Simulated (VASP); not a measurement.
# CdS (P6_3mc) in VASP: further runs

CdS is run at these levels: PBE; tasks: electric field gradients.

All numbers are computed with VASP 6.6.1; they aren't measurements. Logs are shortened: lines on timing, memory, paths and dates and some standing lists are left out, and cuts for length are marked.

## Step 1: The cell of the first run

It takes space group P6_3mc (No. 186, hexagonal). The conventional cell has a = 4.135 Å, b = 4.135 Å, c = 6.884 Å, α = 90.00°, β = 90.00°, γ = 120.00°. Cd (site symmetry 3m) has 4 S at 2.52 to 2.65 Å within 3.3 Å. S (site symmetry 3m) has 4 Cd at 2.52 to 2.65 Å within 3.3 Å.

## Step 2: Electric field gradients, PBE (zz strain of +2 %)

Contents of INCAR:

```
SYSTEM = CdS
ALGO     = Normal         ! electronic algorithm
EDIFF    = 1E-8           ! SCF threshold, eV
ENCUT    = 520            ! plane-wave cutoff, eV
GGA      = PE             ! functional
ISIF     = 2              ! what is computed and relaxed
ISMEAR   = -1             ! smearing method
LASPH    = .True.         ! aspherical terms in the spheres
LCHARG   = .False.        ! write CHGCAR
LEFG     = .True.       
LREAL    = .False.        ! projectors in reciprocal space
LWAVE    = .False.        ! write WAVECAR
NBANDS   = 26             ! bands
NELM     = 80             ! most SCF steps
PREC     = Accurate       ! precision mode
SIGMA    = 0.01           ! smearing width, eV
```

Contents of KPOINTS:

```
k-points
0
Gamma
  7 7 4
  0 0 0
```

Contents of POSCAR:

```
CdS
1.0
    4.1347992034      0.0000000000      0.0000000000
   -2.0673996017      3.5808411497      0.0000000000
    0.0000000000      0.0000000000      6.8839800000
Cd S
2 2
Direct
    0.3333333333      0.6666666667      0.0000000000
    0.6666666667      0.3333333333      0.5000000000
    0.3333333333      0.6666666667      0.3850000000
    0.6666666667      0.3333333333      0.8850000000
```

Potentials or basis: VASP PAW PBE potentials, release 64 (Cd, S).

Started as:

```
$ cat potpaw_PBE.64/Cd/POTCAR potpaw_PBE.64/S/POTCAR > POTCAR
$ mpirun -np 1 vasp_std > vasp.out
```

OUTCAR:

```text
SYSTEM = CdS
   EDIFF = 1E-8
   ENCUT = 520
   GGA = PE
   ISIF = 2
   ISMEAR = -1
   LASPH = .True.
   LREAL = .False.
   NELM = 80
   PREC = Accurate

 ion  position               nearest neighbor table
   1  0.333  0.667  0.000-   4 2.52   4 2.52   4 2.52   3 2.65
   2  0.667  0.333  0.500-   3 2.52   3 2.52   3 2.52   4 2.65
   3  0.333  0.667  0.385-   2 2.52   2 2.52   2 2.52   1 2.65
   4  0.667  0.333  0.885-   1 2.52   1 2.52   1 2.52   2 2.65

  LATTYP: Found a hexagonal cell.
 ALAT       =     4.1347992034
 C/A-ratio  =     1.6648885862

  Lattice vectors:

 A1 = (   4.1347992034,   0.0000000000,   0.0000000000)
 A2 = (  -2.0673996017,   3.5808411497,   0.0000000000)
 A3 = (   0.0000000000,   0.0000000000,   6.8839800000)

Analysis of symmetry for initial positions (statically):
=====================================================================
 Subroutine PRICEL returns:
 Original cell was already a primitive cell.

 Routine SETGRP: Setting up the symmetry group for a
 hexagonal supercell.

 Subroutine GETGRP returns: Found 12 space group operations
 (whereof  6 operations were pure point group operations)
 out of a pool of 24 trial point group operations.

The static configuration has the point symmetry C_3v.
 The point group associated with its full space group is C_6v.

Analysis of symmetry for dynamics (positions and initial velocities):
=====================================================================
 Subroutine PRICEL returns:
 Original cell was already a primitive cell.

 Routine SETGRP: Setting up the symmetry group for a
 hexagonal supercell.

 Subroutine GETGRP returns: Found 12 space group operations
 (whereof  6 operations were pure point group operations)
 out of a pool of 24 trial point group operations.

The dynamic configuration has the point symmetry C_3v.
 The point group associated with its full space group is C_6v.

 Subroutine INISYM returns: Found 12 space group operations
 (whereof  6 operations are pure point group operations),
 and found     1 'primitive' translations

----------------------------------------------------------------------------------------

                                     Primitive cell

  volume of cell :     101.9246

  direct lattice vectors                    reciprocal lattice vectors
     4.134799203  0.000000000  0.000000000     0.241849713  0.139631997  0.000000000
    -2.067399602  3.580841150  0.000000000     0.000000000  0.279263994  0.000000000
     0.000000000  0.000000000  6.883980000     0.000000000  0.000000000  0.145264803

  length of vectors
     4.134799203  4.134799203  6.883980000     0.279263994  0.279263994  0.145264803

  position of ions in fractional coordinates (direct lattice)
     0.333333333  0.666666667  0.000000000
     0.666666667  0.333333333  0.500000000
     0.333333333  0.666666667  0.385000000
     0.666666667  0.333333333  0.885000000

  ion indices of the primitive-cell ions
   primitive index   ion index
                 1           1
                 2           2
                 3           3
                 4           4

----------------------------------------------------------------------------------------

 KPOINTS: k-points

Automatic generation of k-mesh.
 Grid dimensions read from file:
 generate k-points for:    7    7    4

 Generating k-lattice:

  Cartesian coordinates                     Fractional coordinates (reciprocal lattice)
     0.034549959  0.019947428  0.000000000     0.142857143  0.000000000  0.000000000
     0.000000000  0.039894856  0.000000000     0.000000000  0.142857143  0.000000000
     0.000000000  0.000000000  0.036316201     0.000000000  0.000000000  0.250000000

  Length of vectors
     0.039894856  0.039894856  0.036316201

  Shift w.r.t. Gamma in fractional coordinates (k-lattice)
     0.000000000  0.000000000  0.000000000

 Subroutine IBZKPT returns following result:
 ===========================================

 Found     24 irreducible k-points:

 Following reciprocal coordinates:
            Coordinates               Weight
  0.000000  0.000000  0.000000      1.000000
  0.142857  0.000000  0.000000      6.000000
  0.285714  0.000000  0.000000      6.000000
  0.428571  0.000000  0.000000      6.000000
  0.142857  0.142857  0.000000      6.000000
  0.285714  0.142857  0.000000     12.000000
[... 16 lines left out ...]
  0.428571  0.142857  0.500000      6.000000
  0.285714  0.285714  0.500000      6.000000
   k-points           NKPTS =     24   k-points in BZ     NKDIM =     24   number of bands    NBANDS=     26
   number of dos      NEDOS =    301   number of ions     NIONS =      4
   total plane-waves  NPLWV =  55296
   dimension x,y,z NGX =    32 NGY =   32 NGZ =   54
   dimension x,y,z NGXF=    64 NGYF=   64 NGZF=  108
   ions per type =               2   2
   NGX,Y,Z   is equivalent  to a cutoff of  12.87, 12.87, 13.04 a.u.
   NGXF,Y,Z  is equivalent  to a cutoff of  25.73, 25.73, 26.08 a.u.
 SYSTEM =  CdS
   PREC   = accura    normal or accurate (medium, high low for compatibility)
   ISTART =      0    job   : 0-new  1-cont  2-samecut
   ICHARG =      2    charge: 1-file 2-atom 10-const
   ISPIN  =      1    spin polarized calculation?
   LNONCOLLINEAR =      F non collinear calculations
   LSORBIT =      F    spin-orbit coupling
   LASPH  =      T    aspherical Exc in radial PAW
   ENCUT  =  520.0 eV  38.22 Ry    6.18 a.u.   7.69  7.69 12.80*2*pi/ulx,y,z
   NELM   =     80;   NELMIN=  2; NELMDL= -5     # of ELM steps
   EDIFF  = 0.1E-07   stopping-criterion for ELM
   LREAL  =      F    real-space projection
   EDIFFG = 0.1E-06   stopping-criterion for IOM
   NSW    =      0    number of steps for IOM
   IBRION =     -1    ionic relax: 0-MD 1-quasi-New 2-CG
   NFREE  =      0    steps in history (QN), initial steepest desc. (CG)
   ISIF   =      2    stress and relaxation
   ISYM   =      2    0-nonsym 1-usesym 2-fastsym
   POTIM  = 0.5000    time-step for ionic-motion
   TEBEG  =    0.0;   TEEND  =   0.0 temperature during run
   PSTRESS=    0.0 pullay stress
   NELECT =      36.0000    total number of electrons
   NUPDOWN=      -1.0000    fix difference up-down
   EMIN   =  10.00;   EMAX   =-10.00  energy-range for DOS
   EFERMI =   0.00;   METHOD = LEGACY
   ISMEAR =    -1;   SIGMA  =   0.01  broadening in eV -4-tet -1-fermi 0-gaus
   EFERMI_NEDOS =   21; number of points for ismear=-14 and -15
   IALGO  =     38    algorithm
   IMIX   =      4    mixing-type and parameters
     AMIX     =   0.40;   BMIX     =  1.00
     AMIX_MAG =   1.60;   BMIX_MAG =  1.00
  volume/ion in A,a.u.               =      25.48       171.96
  Fermi-wavevector in a.u.,A,eV,Ry     =   1.157220  2.186829 18.220356  1.339158
  Thomas-Fermi vector in A             =   2.293833
   LORBIT       =      0    0 simple, 1 ext, 2 COOP (PROOUT), +10 PAW based schemes
   GGA     = PE    functional components
   LHFCALC =     F    Hartree Fock is set to
   AEXX    =    0.0000 exact exchange contribution
   IVDW    =     0    specifies the selected vdW correction
   LEPSILON=     F    determine dielectric tensor
   LRPA    =     F    only Hartree local field effects (RPA)
 non-spin polarized calculation
  energy-cutoff  :      520.00
  volume of cell :      101.92
 maximum number of plane-waves:      2779
 NGX is ok and might be reduce to    32
   NGX = 15   NGY = 15   NGZ = 25

 number of electron      35.9999993 magnetization

 Free energy of the ion-electron system (eV)
  ---------------------------------------------------
  ext. energy  EPLUGINS =         0.00000000
  ---------------------------------------------------
  free energy    TOTEN  =       -12.24526573 eV

  energy without entropy =      -12.24526573  energy(sigma->0) =      -12.24526573

 E-fermi :   1.3461     XC(G=0):  -9.0165

 val. band max:        1.1016757894   @ k =   0.0000   0.0000   0.0000
 cond. band min:       2.2670065846   @ k =   0.0000   0.0000   0.0000
 fundamental gap:      1.1653307952
 Fermi energy:         1.3461201554

 k-point     1 :       0.0000    0.0000    0.0000
  band No.  band energies     occupation
      1     -11.1395      2.00000
      2     -10.7652      2.00000
      3      -6.5679      2.00000
      4      -6.5679      2.00000
      5      -6.5070      2.00000
      6      -6.5070      2.00000
[... 18 lines left out ...]
     25       8.6441      0.00000
     26       8.6441      0.00000

 k-point     2 :       0.1429    0.0000    0.0000
  band No.  band energies     occupation
      1     -11.0694      2.00000
      2     -10.7300      2.00000
      3      -6.5345      2.00000
      4      -6.5257      2.00000
      5      -6.4697      2.00000
      6      -6.4651      2.00000
[... 18 lines left out ...]
     25       8.4578      0.00000
     26       9.0869      0.00000

 k-point     3 :       0.2857    0.0000    0.0000
  band No.  band energies     occupation
      1     -10.9042      2.00000
      2     -10.6582      2.00000
      3      -6.4685      2.00000
      4      -6.4518      2.00000
      5      -6.3700      2.00000
      6      -6.3307      2.00000
[... 572 lines left out ...]
 k-point    23 :       0.4286    0.1429    0.5000
  band No.  band energies     occupation
      1     -10.6531      2.00000
      2     -10.6531      2.00000
      3      -6.3657      2.00000
      4      -6.3657      2.00000
      5      -6.3519      2.00000
      6      -6.3519      2.00000
[... 18 lines left out ...]
     25       9.8494      0.00000
     26       9.8494      0.00000

 k-point    24 :       0.2857    0.2857    0.5000
  band No.  band energies     occupation
      1     -10.6423      2.00000
      2     -10.6423      2.00000
      3      -6.3618      2.00000
      4      -6.3618      2.00000
      5      -6.3254      2.00000
      6      -6.3254      2.00000
[... 18 lines left out ...]
     25       9.7942      0.00000
     26       9.7942      0.00000

------------------------ aborting loop because EDIFF is reached ----------------------------------------

  FORCE on cell =-STRESS in cart. coord.  units (eV):
  Direction    XX          YY          ZZ          XY          YZ          ZX
  --------------------------------------------------------------------------------------
  -------------------------------------------------------------------------------------
  Total        1.9566883      1.9566883     -0.4431560      0.0000000      0.0000000      0.0000000
  in kB       30.7576495     30.7576495     -6.9660743      0.0000000      0.0000000      0.0000000
  external PRESSURE =      18.1830749 kB  Pullay stress =       0.0000000 kB

 VOLUME and BASIS-vectors are now :
 -----------------------------------------------------------------------------
  energy-cutoff  :      520.00
  volume of cell :      101.92
      direct lattice vectors                 reciprocal lattice vectors
     4.134799203  0.000000000  0.000000000     0.241849713  0.139631997  0.000000000
    -2.067399602  3.580841150  0.000000000     0.000000000  0.279263994  0.000000000
     0.000000000  0.000000000  6.883980000     0.000000000  0.000000000  0.145264803

 POSITION                                       TOTAL-FORCE (eV/Angst)
 -----------------------------------------------------------------------------------
     -0.00000      2.38723      0.00000        -0.000000     -0.000000      0.353664
      2.06740      1.19361      3.44199         0.000000      0.000000      0.353664
     -0.00000      2.38723      2.65033        -0.000000      0.000000     -0.353664
      2.06740      1.19361      6.09232         0.000000     -0.000000     -0.353664
 -----------------------------------------------------------------------------------
    total drift:                               -0.000000     -0.000000     -0.000046

  FREE ENERGIE OF THE ION-ELECTRON SYSTEM (eV)
  ---------------------------------------------------
  free  energy   TOTEN  =       -12.2452657308 eV

  energy  without entropy=      -12.2452657308  energy(sigma->0) =      -12.24526573

 Electric field gradients (V/A^2)
---------------------------------------------------------------------
 ion       V_xx      V_yy      V_zz      V_xy      V_xz      V_yz
---------------------------------------------------------------------
   1     -24.497   -24.497    48.995    -0.000     0.000    -0.000
   2     -24.497   -24.497    48.995    -0.000    -0.000     0.000
   3       2.458     2.458    -4.916     0.000    -0.000     0.000
   4       2.458     2.458    -4.916     0.000     0.000    -0.000
---------------------------------------------------------------------

 Electric field gradients after diagonalization (V/A^2)
 (convention: |V_zz| > |V_xx| > |V_yy|)
----------------------------------------------------------------------
 ion       V_xx      V_yy      V_zz     asymmetry (V_yy - V_xx)/ V_zz
----------------------------------------------------------------------
   1     -24.497   -24.497    48.995       0.000
   2     -24.497   -24.497    48.995       0.000
   3       2.459     2.458    -4.916       0.000
   4       2.459     2.458    -4.916       0.000
----------------------------------------------------------------------

           NMR quadrupolar parameters

 Cq : quadrupolar parameter    Cq=e*Q*V_zz/h
 eta: asymmetry parameters     (V_yy - V_xx)/ V_zz
 Q  : nuclear electric quadrupole moment in mb (millibarn)
----------------------------------------------------------------------
 ion       Cq(MHz)       eta       Q (mb)
----------------------------------------------------------------------
   1       0.118       0.000       1.000
   2       0.118       0.000       1.000
   3      -0.012       0.000       1.000
   4      -0.012       0.000       1.000
----------------------------------------------------------------------
```

Wall time 88 s (1 thread of Intel Xeon 8259CL, shared host); peak memory 0.24 GiB.

What came out:

```yaml
Free_energy: -12.2453 eV
Pressure: 1.8 GPa
Largest_force: 0.354 eV/Å
Band_gap_on_the_k_mesh: 1.17 eV
Largest_electric_field_gradient_by_atom: Cd +49.0; S -4.9 V/Å²
```

Forces in eV/Å, atoms in the order of the input:
```
Cd   0.000  0.000  0.354
Cd   0.000  0.000  0.354
S    0.000  0.000 -0.354
S    0.000  0.000 -0.354
```

Stress tensor (GPa, compression positive):
```
 3.08  0.00  0.00
 0.00  3.08  0.00
 0.00  0.00 -0.70
```

Levels at points of the mesh, in eV from the valence-band top:
```
           k point  band 15  band 16  band 17  band 18  band 19  band 20  band 21  band 22
(0.00, 0.00, 0.00)    -0.63    -0.09     0.00     0.00     1.17     2.77     6.55     6.55
(0.00, 0.00, 0.50)    -0.32    -0.32    -0.32    -0.32     2.78     2.78     6.03     6.03
```

Electric field gradients, principal values (V/Å²):
```tsv
atom	least	middle	greatest (by size)
1 Cd	-24.497	-24.497	48.995
2 Cd	-24.497	-24.497	48.995
3 S	2.458	2.459	-4.916
4 S	2.458	2.459	-4.916
```

Caveat: the cell differs from its parent crystal (zz strain of +2 %); without QUAD_EFG the Cq values of the log hold for a quadrupole moment of 1 mb, not for the nuclei.

(Part 1 of 2 ends here.)
